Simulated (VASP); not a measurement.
# Cu (P6_3/mmc) in VASP: notebook

Runs on Cu. Level: PBE. Tasks: single point.

Program: VASP 6.6.1. These are calculated values, not measurements. Logs are shortened: lines on timing, memory, paths and dates and some standing lists are left out, and cuts for length are marked.

## 1. The cell of the first run

The structure is hexagonal, space group P6_3/mmc (No. 194). Conventional cell: a = 2.568 Å, b = 2.568 Å, c = 4.194 Å, α = 90.00°, β = 90.00°, γ = 120.00°. Within 3.4 Å of Cu (site symmetry -6m2) lie 12 Cu at 2.57 Å.

## 2. Single point, PBE

Contents of INCAR:

```
SYSTEM = Cu
PREC = Accurate ; ENCUT = 520
EDIFF = 1E-6 ; ISMEAR = 0
SIGMA = 0.1 ; LREAL = .FALSE.
LASPH = .TRUE. ; NELM = 60
ALGO = Fast ; ISIF = 2
LWAVE = .FALSE. ; LCHARG = .FALSE.
GGA = PE ; NBANDS = 18
```

Contents of KPOINTS:

```
regular mesh
0
G
  24 24 12
  0 0 0
```

Contents of POSCAR:

```
Cu
1.0
    2.5680103728      0.0000000000      0.0000000000
   -1.2840051864      2.2239622200      0.0000000000
    0.0000000000      0.0000000000      4.1935281576
Cu
2
Direct
    0.3333333333      0.6666666667      0.2500000000
    0.6666666667      0.3333333333      0.7500000000
```

Potentials or basis: VASP PAW PBE potentials, release 64 (Cu).

Started as:

```bash
$ cat potpaw_PBE.64/Cu/POTCAR > POTCAR
$ mpirun -np 1 vasp_std > vasp.out
```

OUTCAR:

```text
SYSTEM = Cu
   PREC = Accurate
   ENCUT = 520
   EDIFF = 1E-6
   ISMEAR = 0
   LREAL = .FALSE.
   LASPH = .TRUE.
   NELM = 60
   ISIF = 2
   GGA = PE

 ion  position               nearest neighbor table
   1  0.333  0.667  0.250-   2 2.57   2 2.57   2 2.57   2 2.57   2 2.57   2 2.57
   2  0.667  0.333  0.750-   1 2.57   1 2.57   1 2.57   1 2.57   1 2.57   1 2.57

  LATTYP: Found a hexagonal cell.
 ALAT       =     2.5680103728
 C/A-ratio  =     1.6329872348

  Lattice vectors:

 A1 = (   2.5680103728,   0.0000000000,   0.0000000000)
 A2 = (  -1.2840051864,   2.2239622200,   0.0000000000)
 A3 = (   0.0000000000,   0.0000000000,   4.1935281576)

Analysis of symmetry for initial positions (statically):
=====================================================================
 Subroutine PRICEL returns:
 Original cell was already a primitive cell.

 Routine SETGRP: Setting up the symmetry group for a
 hexagonal supercell.

 Subroutine GETGRP returns: Found 24 space group operations
 (whereof 12 operations were pure point group operations)
 out of a pool of 24 trial point group operations.

The static configuration has the point symmetry D_3d.
 The point group associated with its full space group is D_6h.

Analysis of symmetry for dynamics (positions and initial velocities):
=====================================================================
 Subroutine PRICEL returns:
 Original cell was already a primitive cell.

 Routine SETGRP: Setting up the symmetry group for a
 hexagonal supercell.

 Subroutine GETGRP returns: Found 24 space group operations
 (whereof 12 operations were pure point group operations)
 out of a pool of 24 trial point group operations.

The dynamic configuration has the point symmetry D_3d.
 The point group associated with its full space group is D_6h.

 Subroutine INISYM returns: Found 24 space group operations
 (whereof 12 operations are pure point group operations),
 and found     1 'primitive' translations

----------------------------------------------------------------------------------------

                                     Primitive cell

  volume of cell :      23.9499

  direct lattice vectors                    reciprocal lattice vectors
     2.568010373  0.000000000  0.000000000     0.389406527  0.224823963  0.000000000
    -1.284005186  2.223962220  0.000000000     0.000000000  0.449647926  0.000000000
     0.000000000  0.000000000  4.193528158     0.000000000  0.000000000  0.238462689

  length of vectors
     2.568010373  2.568010373  4.193528158     0.449647926  0.449647926  0.238462689

  position of ions in fractional coordinates (direct lattice)
     0.333333333  0.666666667  0.250000000
     0.666666667  0.333333333  0.750000000

  ion indices of the primitive-cell ions
   primitive index   ion index
                 1           1
                 2           2

----------------------------------------------------------------------------------------

 KPOINTS: regular mesh

Automatic generation of k-mesh.
 Grid dimensions read from file:
 generate k-points for:   24   24   12

 Generating k-lattice:

  Cartesian coordinates                     Fractional coordinates (reciprocal lattice)
     0.016225272  0.009367665  0.000000000     0.041666667  0.000000000  0.000000000
     0.000000000  0.018735330  0.000000000     0.000000000  0.041666667  0.000000000
     0.000000000  0.000000000  0.019871891     0.000000000  0.000000000  0.083333333

  Length of vectors
     0.018735330  0.018735330  0.019871891

  Shift w.r.t. Gamma in fractional coordinates (k-lattice)
     0.000000000  0.000000000  0.000000000

 Subroutine IBZKPT returns following result:
 ===========================================

 Found    427 irreducible k-points:

 Following reciprocal coordinates:
            Coordinates               Weight
  0.000000  0.000000  0.000000      1.000000
  0.041667  0.000000  0.000000      6.000000
  0.083333 -0.000000  0.000000      6.000000
  0.125000 -0.000000  0.000000      6.000000
  0.166667  0.000000  0.000000      6.000000
  0.208333  0.000000  0.000000      6.000000
[... 16 lines left out ...]
  0.416667  0.041667  0.000000     12.000000
  0.458333  0.041667  0.000000     12.000000
 [... further k-points ...]
   k-points           NKPTS =    427   k-points in BZ     NKDIM =    427   number of bands    NBANDS=     18
   number of dos      NEDOS =    301   number of ions     NIONS =      2
   total plane-waves  NPLWV =  12800
   dimension x,y,z NGX =    20 NGY =   20 NGZ =   32
   dimension x,y,z NGXF=    40 NGYF=   40 NGZF=   64
   ions per type =               2
   NGX,Y,Z   is equivalent  to a cutoff of  12.95, 12.95, 12.69 a.u.
   NGXF,Y,Z  is equivalent  to a cutoff of  25.89, 25.89, 25.37 a.u.
 SYSTEM =  Cu
   PREC   = accura    normal or accurate (medium, high low for compatibility)
   ISTART =      0    job   : 0-new  1-cont  2-samecut
   ICHARG =      2    charge: 1-file 2-atom 10-const
   ISPIN  =      1    spin polarized calculation?
   LNONCOLLINEAR =      F non collinear calculations
   LSORBIT =      F    spin-orbit coupling
   LASPH  =      T    aspherical Exc in radial PAW
   ENCUT  =  520.0 eV  38.22 Ry    6.18 a.u.   4.77  4.77  7.80*2*pi/ulx,y,z
   NELM   =     60;   NELMIN=  2; NELMDL= -5     # of ELM steps
   EDIFF  = 0.1E-05   stopping-criterion for ELM
   LREAL  =      F    real-space projection
   EDIFFG = 0.1E-04   stopping-criterion for IOM
   NSW    =      0    number of steps for IOM
   IBRION =     -1    ionic relax: 0-MD 1-quasi-New 2-CG
   NFREE  =      0    steps in history (QN), initial steepest desc. (CG)
   ISIF   =      2    stress and relaxation
   ISYM   =      2    0-nonsym 1-usesym 2-fastsym
   POTIM  = 0.5000    time-step for ionic-motion
   TEBEG  =    0.0;   TEEND  =   0.0 temperature during run
   PSTRESS=    0.0 pullay stress
   NELECT =      22.0000    total number of electrons
   NUPDOWN=      -1.0000    fix difference up-down
   EMIN   =  10.00;   EMAX   =-10.00  energy-range for DOS
   EFERMI =   0.00;   METHOD = LEGACY
   ISMEAR =     0;   SIGMA  =   0.10  broadening in eV -4-tet -1-fermi 0-gaus
   EFERMI_NEDOS =   21; number of points for ismear=-14 and -15
   IALGO  =     68    algorithm
   IMIX   =      4    mixing-type and parameters
     AMIX     =   0.40;   BMIX     =  1.00
     AMIX_MAG =   1.60;   BMIX_MAG =  1.00
  volume/ion in A,a.u.               =      11.97        80.81
  Fermi-wavevector in a.u.,A,eV,Ry     =   1.591407  3.007322 34.457773  2.532575
  Thomas-Fermi vector in A             =   2.689952
   LORBIT       =      0    0 simple, 1 ext, 2 COOP (PROOUT), +10 PAW based schemes
   GGA     = PE    functional components
   LHFCALC =     F    Hartree Fock is set to
   AEXX    =    0.0000 exact exchange contribution
   IVDW    =     0    specifies the selected vdW correction
   LEPSILON=     F    determine dielectric tensor
   LRPA    =     F    only Hartree local field effects (RPA)
 non-spin polarized calculation
 RMM-DIIS sequential band-by-band and
 Gauss-broadening in eV      SIGMA  =   0.10
  energy-cutoff  :      520.00
  volume of cell :       23.95
 maximum number of plane-waves:       668
 NGX is ok and might be reduce to    20
   NGX =  9   NGY =  9   NGZ = 15

 number of electron      22.0000008 magnetization

 Free energy of the ion-electron system (eV)
  ---------------------------------------------------
  ext. energy  EPLUGINS =         0.00000000
  ---------------------------------------------------
  free energy    TOTEN  =        -7.44190152 eV

  energy without entropy =       -7.43929537  energy(sigma->0) =       -7.44059844

 E-fermi :   7.3988     XC(G=0): -12.6453

 val. band max:        7.3951205490   @ k =   0.5000  -0.0000   0.0833
 cond. band min:       7.4049844576   @ k =   0.1667   0.0000   0.1667
 fundamental gap:      0.0098639086
 Fermi energy:         7.3988035193

 k-point     1 :       0.0000    0.0000    0.0000
  band No.  band energies     occupation
      1      -1.8314      2.00000
      2       2.4148      2.00000
      3       4.4284      2.00000
      4       4.4862      2.00000
      5       4.4862      2.00000
      6       4.6885      2.00000
[... 10 lines left out ...]
     17      30.6308      0.00000
     18      30.6833      0.00000

 k-point     2 :       0.0417    0.0000    0.0000
  band No.  band energies     occupation
      1      -1.7756      2.00000
      2       2.4473      2.00000
      3       4.3857      2.00000
      4       4.5062      2.00000
      5       4.5238      2.00000
      6       4.6781      2.00000
[... 10 lines left out ...]
     17      31.3786      0.00000
     18      31.3874      0.00000

 k-point     3 :       0.0833   -0.0000    0.0000
  band No.  band energies     occupation
      1      -1.6092      2.00000
      2       2.5415      2.00000
      3       4.3122      2.00000
      4       4.5655      2.00000
      5       4.5794      2.00000
      6       4.6541      2.00000
[... 10 lines left out ...]
     17      31.5816      0.00000
     18      32.8198      0.00000

 k-point     4 :       0.1250   -0.0000    0.0000
  band No.  band energies     occupation
      1      -1.3348      2.00000
      2       2.6867      2.00000
      3       4.2246      2.00000
      4       4.5783      2.00000
      5       4.6109      2.00000
      6       4.6612      2.00000
[... 375 lines left out ...]
      4       4.1588      2.00000
      5       4.4409      2.00000
      6       4.5723      2.00000
[... 10 lines left out ...]
     17      20.6896      0.00000
     18      26.9193      0.00000

 k-point    23 :       0.4167    0.0417    0.0000
  band No.  band energies     occupation
      1       2.4937      2.00000
      2       3.0091      2.00000
      3       3.2051      2.00000
      4       4.2935      2.00000
      5       4.4164      2.00000
      6       4.5321      2.00000
[... 10 lines left out ...]
     17      20.1066      0.00000
     18      26.7975      0.00000

 k-point    24 :       0.4583    0.0417    0.0000
  band No.  band energies     occupation
      1       2.6730      2.00000
      2       2.9559      2.00000
      3       3.1723      2.00000
      4       4.3937      2.00000
      5       4.4047      2.00000
      6       4.5105      2.00000
[... 10 lines left out ...]
     17      19.9336      0.00000
     18      26.7390      0.00000

 [... further k-points ...]
[... 5 lines left out ...]
  --------------------------------------------------------------------------------------
  -------------------------------------------------------------------------------------
  Total        0.1465876      0.1465876      0.2457358      0.0000000      0.0000000      0.0000000
  in kB        9.8062763      9.8062763     16.4389925      0.0000000      0.0000000      0.0000000
  external PRESSURE =      12.0171817 kB  Pullay stress =       0.0000000 kB

 VOLUME and BASIS-vectors are now :
 -----------------------------------------------------------------------------
  energy-cutoff  :      520.00
  volume of cell :       23.95
      direct lattice vectors                 reciprocal lattice vectors
     2.568010373  0.000000000  0.000000000     0.389406527  0.224823963  0.000000000
    -1.284005186  2.223962220  0.000000000     0.000000000  0.449647926  0.000000000
     0.000000000  0.000000000  4.193528158     0.000000000  0.000000000  0.238462689

 POSITION                                       TOTAL-FORCE (eV/Angst)
 -----------------------------------------------------------------------------------
     -0.00000      1.48264      1.04838        -0.000000     -0.000000      0.000000
      1.28401      0.74132      3.14515         0.000000      0.000000     -0.000000
 -----------------------------------------------------------------------------------
    total drift:                               -0.000000      0.000000     -0.000000

  FREE ENERGIE OF THE ION-ELECTRON SYSTEM (eV)
  ---------------------------------------------------
  free  energy   TOTEN  =        -7.4419015156 eV

  energy  without entropy=       -7.4392953700  energy(sigma->0) =       -7.44059844
```

Run time: 75 s. Hardware: 1 thread of Intel Xeon 6975P-C (Granite Rapids), shared host; peak memory 0.25 GiB.

Results:

* Free energy: -7.4419 eV
* Pressure: 1.2 GPa
* Band gap on the k mesh: zero (band 11 reaches 11.43 eV, above the bottom of band 12 at 5.48 eV)

[end of part 1 of 2]
